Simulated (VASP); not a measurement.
# CdS (Fm-3m) in VASP: settings compared, part 2 of 2

VASP 6.6.1.

### 6 Single point, PBE

This run uses another cell than the first one, of 20.87 Å³/atom, 0.969 times its volume.

The input, INCAR:

```
PREC     = Accurate       # precision mode
ENCUT    = 520            # plane-wave cutoff, eV
EDIFF    = 1E-7           # SCF threshold, eV
ISMEAR   = 0              # smearing method
SIGMA    = 0.028999999999999998 # smearing width, eV
LREAL    = False          # projectors in reciprocal space
LASPH    = True           # aspherical terms in the spheres
NELM     = 100            # most SCF steps
ALGO     = Normal         # electronic algorithm
ISIF     = 2              # what is computed and relaxed
LWAVE    = False          # write WAVECAR
LCHARG   = False          # write CHGCAR
GGA      = PE             # functional
NBANDS   = 16             # bands
```

The input, KPOINTS:

```
Automatic mesh
0
Gamma
  8 8 8
```

The input, POSCAR:

```
CdS
1.0
    0.0000000000      2.7532440000      2.7532440000
    2.7532440000      0.0000000000      2.7532440000
    2.7532440000      2.7532440000      0.0000000000
Cd S
1 1
Direct
    0.0000000000      0.0000000000      0.0000000000
    0.5000000000      0.5000000000      0.5000000000
```

Potentials or basis: VASP PAW PBE potentials, release 64 (Cd, S).

Command:

```sh
> cat potpaw_PBE.64/Cd/POTCAR potpaw_PBE.64/S/POTCAR > POTCAR
> mpirun -np 1 vasp_std > vasp.out
```

OUTCAR:

```text
PREC = Accurate
   ENCUT = 520
   EDIFF = 1E-7
   ISMEAR = 0
   LREAL = False
   LASPH = True
   NELM = 100
   ISIF = 2
   GGA = PE

 ion  position               nearest neighbor table
   1  0.000  0.000  0.000-   2 2.75   2 2.75   2 2.75   2 2.75   2 2.75   2 2.75
   2  0.500  0.500  0.500-   1 2.75   1 2.75   1 2.75   1 2.75   1 2.75   1 2.75

  LATTYP: Found a face centered cubic cell.
 ALAT       =     5.5064880000

  Lattice vectors:

 A1 = (   0.0000000000,   2.7532440000,   2.7532440000)
 A2 = (   2.7532440000,   0.0000000000,   2.7532440000)
 A3 = (   2.7532440000,   2.7532440000,   0.0000000000)

Analysis of symmetry for initial positions (statically):
=====================================================================
 Subroutine PRICEL returns:
 Original cell was already a primitive cell.

 Routine SETGRP: Setting up the symmetry group for a
 face centered cubic supercell.

 Subroutine GETGRP returns: Found 48 space group operations
[... 9 lines left out ...]

 Routine SETGRP: Setting up the symmetry group for a
 face centered cubic supercell.

 Subroutine GETGRP returns: Found 48 space group operations
[... 11 lines left out ...]
                                     Primitive cell

  volume of cell :      41.7411

  direct lattice vectors                    reciprocal lattice vectors
     0.000000000  2.753244000  2.753244000    -0.181603955  0.181603955  0.181603955
     2.753244000  0.000000000  2.753244000     0.181603955 -0.181603955  0.181603955
     2.753244000  2.753244000  0.000000000     0.181603955  0.181603955 -0.181603955

  length of vectors
     3.893675005  3.893675005  3.893675005     0.314547277  0.314547277  0.314547277

  position of ions in fractional coordinates (direct lattice)
     0.000000000  0.000000000  0.000000000
     0.500000000  0.500000000  0.500000000

  ion indices of the primitive-cell ions
   primitive index   ion index
                 1           1
                 2           2

----------------------------------------------------------------------------------------

 KPOINTS: Automatic mesh

Automatic generation of k-mesh.
 Grid dimensions read from file:
 generate k-points for:    8    8    8

 Generating k-lattice:

  Cartesian coordinates                     Fractional coordinates (reciprocal lattice)
    -0.022700494  0.022700494  0.022700494     0.125000000  0.000000000  0.000000000
     0.022700494 -0.022700494  0.022700494     0.000000000  0.125000000  0.000000000
     0.022700494  0.022700494 -0.022700494     0.000000000  0.000000000  0.125000000

  Length of vectors
     0.039318410  0.039318410  0.039318410

  Shift w.r.t. Gamma in fractional coordinates (k-lattice)
     0.000000000  0.000000000  0.000000000

 Subroutine IBZKPT returns following result:
 ===========================================

 Found     29 irreducible k-points:

 Following reciprocal coordinates:
            Coordinates               Weight
  0.000000  0.000000  0.000000      1.000000
  0.125000  0.000000  0.000000      8.000000
  0.250000  0.000000  0.000000      8.000000
  0.375000  0.000000  0.000000      8.000000
  0.500000  0.000000  0.000000      4.000000
  0.125000  0.125000  0.000000      6.000000
[... 16 lines left out ...]
  0.500000  0.250000  0.125000     48.000000
 -0.375000  0.250000  0.125000     24.000000
 [... further k-points ...]
   k-points           NKPTS =     29   k-points in BZ     NKDIM =     29   number of bands    NBANDS=     16
   number of dos      NEDOS =    301   number of ions     NIONS =      2
   total plane-waves  NPLWV =  27000
   dimension x,y,z NGX =    30 NGY =   30 NGZ =   30
   dimension x,y,z NGXF=    60 NGYF=   60 NGZF=   60
   ions per type =               1   1
   NGX,Y,Z   is equivalent  to a cutoff of  12.81, 12.81, 12.81 a.u.
   NGXF,Y,Z  is equivalent  to a cutoff of  25.62, 25.62, 25.62 a.u.
 SYSTEM =  unknown system
   PREC   = accura    normal or accurate (medium, high low for compatibility)
   ISTART =      0    job   : 0-new  1-cont  2-samecut
   ICHARG =      2    charge: 1-file 2-atom 10-const
   ISPIN  =      1    spin polarized calculation?
   LNONCOLLINEAR =      F non collinear calculations
   LSORBIT =      F    spin-orbit coupling
   LASPH  =      T    aspherical Exc in radial PAW
   ENCUT  =  520.0 eV  38.22 Ry    6.18 a.u.   7.24  7.24  7.24*2*pi/ulx,y,z
   NELM   =    100;   NELMIN=  2; NELMDL= -5     # of ELM steps
   EDIFF  = 0.1E-06   stopping-criterion for ELM
   LREAL  =      F    real-space projection
   EDIFFG = 0.1E-05   stopping-criterion for IOM
   NSW    =      0    number of steps for IOM
   IBRION =     -1    ionic relax: 0-MD 1-quasi-New 2-CG
   NFREE  =      0    steps in history (QN), initial steepest desc. (CG)
   ISIF   =      2    stress and relaxation
   ISYM   =      2    0-nonsym 1-usesym 2-fastsym
   POTIM  = 0.5000    time-step for ionic-motion
   TEBEG  =    0.0;   TEEND  =   0.0 temperature during run
   PSTRESS=    0.0 pullay stress
   NELECT =      18.0000    total number of electrons
   NUPDOWN=      -1.0000    fix difference up-down
   EMIN   =  10.00;   EMAX   =-10.00  energy-range for DOS
   EFERMI =   0.00;   METHOD = LEGACY
   ISMEAR =     0;   SIGMA  =   0.03  broadening in eV -4-tet -1-fermi 0-gaus
   EFERMI_NEDOS =   21; number of points for ismear=-14 and -15
   IALGO  =     38    algorithm
   IMIX   =      4    mixing-type and parameters
     AMIX     =   0.40;   BMIX     =  1.00
     AMIX_MAG =   1.60;   BMIX_MAG =  1.00
  volume/ion in A,a.u.               =      20.87       140.84
  Fermi-wavevector in a.u.,A,eV,Ry     =   1.236833  2.337275 20.813583  1.529755
  Thomas-Fermi vector in A             =   2.371425
   LORBIT       =      0    0 simple, 1 ext, 2 COOP (PROOUT), +10 PAW based schemes
   GGA     = PE    functional components
   LHFCALC =     F    Hartree Fock is set to
   AEXX    =    0.0000 exact exchange contribution
   IVDW    =     0    specifies the selected vdW correction
   LEPSILON=     F    determine dielectric tensor
   LRPA    =     F    only Hartree local field effects (RPA)
 non-spin polarized calculation
 Gauss-broadening in eV      SIGMA  =   0.03
  energy-cutoff  :      520.00
  volume of cell :       41.74
 maximum number of plane-waves:      1158
 NGX is ok and might be reduce to    30
   NGX = 15   NGY = 15   NGZ = 15

 number of electron      18.0000005 magnetization

 Free energy of the ion-electron system (eV)
  ---------------------------------------------------
  ext. energy  EPLUGINS =         0.00000000
  ---------------------------------------------------
  free energy    TOTEN  =        -5.87660290 eV

  energy without entropy =       -5.87660290  energy(sigma->0) =       -5.87660290

 E-fermi :   2.8437     XC(G=0): -10.3034

 val. band max:        2.7131861877   @ k =   0.5000   0.0000   0.0000
 cond. band min:       2.9676237044   @ k =   0.5000   0.5000   0.0000
 fundamental gap:      0.2544375167
 Fermi energy:         2.8436890435

 k-point     1 :       0.0000    0.0000    0.0000
  band No.  band energies     occupation
      1      -9.9458      2.00000
      2      -4.8595      2.00000
      3      -4.8595      2.00000
      4      -4.8595      2.00000
      5      -4.8591      2.00000
      6      -4.8591      2.00000
[... 8 lines left out ...]
     15      14.0311      0.00000
     16      14.0579      0.00000

 k-point     2 :       0.1250    0.0000    0.0000
  band No.  band energies     occupation
      1      -9.8168      2.00000
      2      -4.9034      2.00000
      3      -4.9034      2.00000
      4      -4.8730      2.00000
      5      -4.8316      2.00000
      6      -4.8316      2.00000
[... 8 lines left out ...]
     15      12.9495      0.00000
     16      13.7483      0.00000

 k-point     3 :       0.2500    0.0000    0.0000
  band No.  band energies     occupation
      1      -9.4718      2.00000
      2      -5.0068      2.00000
      3      -5.0068      2.00000
      4      -4.9235      2.00000
      5      -4.7637      2.00000
      6      -4.7637      2.00000
[... 8 lines left out ...]
     15      13.5375      0.00000
     16      13.5375      0.00000
[... 362 lines left out ...]
 k-point    23 :       0.5000    0.2500    0.1250
  band No.  band energies     occupation
      1      -9.0169      2.00000
      2      -5.0335      2.00000
      3      -4.9733      2.00000
      4      -4.9127      2.00000
      5      -4.6894      2.00000
      6      -4.6013      2.00000
[... 8 lines left out ...]
     15      16.2710      0.00000
     16      16.7809      0.00000

 k-point    24 :      -0.3750    0.2500    0.1250
  band No.  band energies     occupation
      1      -8.8998      2.00000
      2      -5.0711      2.00000
      3      -4.9446      2.00000
      4      -4.9024      2.00000
      5      -4.6551      2.00000
      6      -4.5649      2.00000
[... 8 lines left out ...]
     15      14.9554      0.00000
     16      17.0963      0.00000

 [... further k-points ...]
[... 5 lines left out ...]
  --------------------------------------------------------------------------------------
  -------------------------------------------------------------------------------------
  Total       -0.0194040     -0.0194040     -0.0194040     -0.0000000     -0.0000000      0.0000000
  in kB       -0.7447957     -0.7447957     -0.7447957     -0.0000000     -0.0000000      0.0000000
  external PRESSURE =      -0.7447957 kB  Pullay stress =       0.0000000 kB

 VOLUME and BASIS-vectors are now :
 -----------------------------------------------------------------------------
  energy-cutoff  :      520.00
  volume of cell :       41.74
      direct lattice vectors                 reciprocal lattice vectors
     0.000000000  2.753244000  2.753244000    -0.181603955  0.181603955  0.181603955
     2.753244000  0.000000000  2.753244000     0.181603955 -0.181603955  0.181603955
     2.753244000  2.753244000  0.000000000     0.181603955  0.181603955 -0.181603955

 POSITION                                       TOTAL-FORCE (eV/Angst)
 -----------------------------------------------------------------------------------
      0.00000      0.00000      0.00000        -0.000000      0.000000     -0.000000
      2.75324      2.75324      2.75324         0.000000     -0.000000      0.000000
 -----------------------------------------------------------------------------------
    total drift:                               -0.000000      0.000000      0.000000

  FREE ENERGIE OF THE ION-ELECTRON SYSTEM (eV)
  ---------------------------------------------------
  free  energy   TOTEN  =        -5.8766028996 eV

  energy  without entropy=       -5.8766028996  energy(sigma->0) =       -5.87660290
```

Run time: 10 s. Hardware: 1 thread of Intel Xeon 6975P-C (Granite Rapids), shared host; peak memory 0.16 GiB.

What came out:

```
Free energy            : -5.8766 eV
Pressure               : -0.1 GPa
Band gap on the k mesh : 0.25 eV, indirect (least direct gap 1.53 eV)
```

Levels at points of the mesh, in eV from the valence-band top:
| k point | band 7 | band 8 | band 9 | band 10 | band 11 | band 12 |
| --- | --- | --- | --- | --- | --- | --- |
| (0.00, 0.00, 0.00) | -0.70 | -0.70 | -0.70 | 0.83 | 9.23 | 9.23 |
| (0.50, 0.00, 0.00) | -4.75 | 0.00 | 0.00 | 3.54 | 5.93 | 5.93 |
| (0.50, 0.50, 0.00) | -4.10 | -2.05 | -2.05 | 0.25 | 6.07 | 9.74 |

### 7 Overview

| level | cell | k mesh | smearing | gap on the mesh (eV) | pressure (GPa) |
| --- | --- | --- | --- | --- | --- |
| RPBE | a = 3.935 Å, angles 60.0°, 2 atoms | 8 × 8 × 8 | fermi-dirac 0.05 eV | 0.37 | 0.3 |
| PBE | a = 3.894 Å, angles 60.0°, 2 atoms | 6 × 6 × 6 | fermi-dirac 0.05 eV | 0.25 | -0.1 |
| BLYP+D3(BJ) | a = 3.850 Å, angles 60.0°, 2 atoms | 8 × 8 × 8 | fermi-dirac 0.05 eV | 0.18 | 0.5 |
| BLYP+D4 | a = 3.867 Å, angles 60.0°, 2 atoms | 8 × 8 × 8 | fermi-dirac 0.05 eV | 0.18 | 0.5 |
| PBE | a = 3.894 Å, angles 60.0°, 2 atoms | 8 × 8 × 8 | gaussian 0.029 eV | 0.25 | -0.1 |

Alike in all rows: task single point; potentials or basis VASP PAW PBE potentials, release 64 (Cd, S); no spin polarisation; cutoff (eV) 520.

Caveats: the PAW data sets were made with another functional, which shifts forces and pressure a little (some runs).

Total energies depend on the potentials used, so only differences within one code and one set of settings carry meaning.
